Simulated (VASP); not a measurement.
**Al8SiN7 (a cell with a defect): single point with PBEsol**

Al8SiN7 (a cell with a defect):

```
CELL_PARAMETERS angstrom
0.00000 4.37772 4.37772
4.37772 0.00000 4.37772
4.37772 4.37772 0.00000
ATOMIC_POSITIONS crystal
Al 0.04397 0.00037 0.99676
Al 0.50636 0.49121 0.47889
Al 0.01882 0.03461 0.50122
Al 0.54684 0.48301 0.00740
Al 0.00015 0.51210 0.01365
Al 0.48906 0.01639 0.49636
Al 0.46063 0.03763 0.00684
Al 0.99537 0.47506 0.51267
N 0.14750 0.12901 0.10760
N 0.16219 0.11222 0.62353
N 0.63726 0.64140 0.11203
N 0.10599 0.61840 0.14850
N 0.60558 0.12027 0.63693
N 0.61566 0.11422 0.14376
N 0.14041 0.59679 0.63865
Si 0.62244 0.60991 0.61385
```

- Program: VASP 6.6.1
- Task: single point
- Functional: PBEsol
- Potentials or basis: VASP PAW PBE potentials, release 64 (Al, N, Si)
- Cutoff: 520 eV
- k mesh: 2 × 2 × 2, shifted
- Occupations: methfessel-paxton, width 0.05 eV
- Spin: collinear spin
- Starting moments: [0.0, 0.2, 0.0, 0.2, 0.0, 0.2, 0.0, 0.2, 0.0, 0.0, 0.0, 0.0, 0.0, 0.0, 0.0, 0.2] μB
- Dipole correction: no
- Further INCAR settings: LREAL = Auto; ALGO = Normal; EDIFF = 1e-06; NBANDS = 50

- Pressure: 36.1 GPa
- Largest force: 10.760 eV/Å
- Net moment: 0.01 μB per cell
- Valence electrons inside the program's atomic spheres: Al 0.80, 1.00, 0.76, 0.92, 0.85, 1.03, 0.93, 0.98; N 3.99, 4.00, 3.86, 3.81, 3.82, 3.74 (each value once); Si 2.38

Forces in eV/Å, atoms in the order of the input:
```
Al  -1.130 -1.871 -4.232
Al  -6.023 -6.195 -6.239
Al  -2.532 -1.814 -4.709
Al   3.257  2.417 -3.963
Al  -1.898 -1.809  0.246
Al   0.253  1.069  5.261
Al  -5.961  6.169  5.580
Al  -3.685  7.030  7.266
N    7.006 -2.645 -4.394
N    3.903 -1.956 -2.945
N    0.679 -0.332 -0.636
N    0.482  1.283  3.128
N   -0.669  1.327  2.221
N   -0.942 -0.334  2.665
N    1.403 -1.671  0.695
Si   5.858 -0.668  0.058
```

Stress tensor (GPa, compression positive):
```
36.86  2.55  0.15
 2.55 40.96 14.29
 0.15 14.29 30.44
```

Levels at points of the mesh, in eV from the Fermi level:
Spin up:
```tsv
k point	band 29	band 30	band 31	band 32	band 33	band 34
(0.25, 0.25, 0.25)	-1.11	-0.81	-0.15	0.40	1.49	2.17
```
Spin down:
| k point | band 28 | band 29 | band 30 | band 31 | band 32 | band 33 | band 34 | band 35 |
| --- | --- | --- | --- | --- | --- | --- | --- | --- |
| (0.25, 0.25, 0.25) | -1.60 | -1.11 | -0.81 | -0.15 | 0.41 | 1.49 | 2.17 | 2.87 |

Wall time 19 min on 1 thread of Intel Xeon 8259CL, with other jobs on the host, peak memory 0.49 GiB.

Caveat: the k points lie up to 0.62 Å⁻¹ apart; the PAW data sets were made with another functional, which shifts forces and pressure a little.
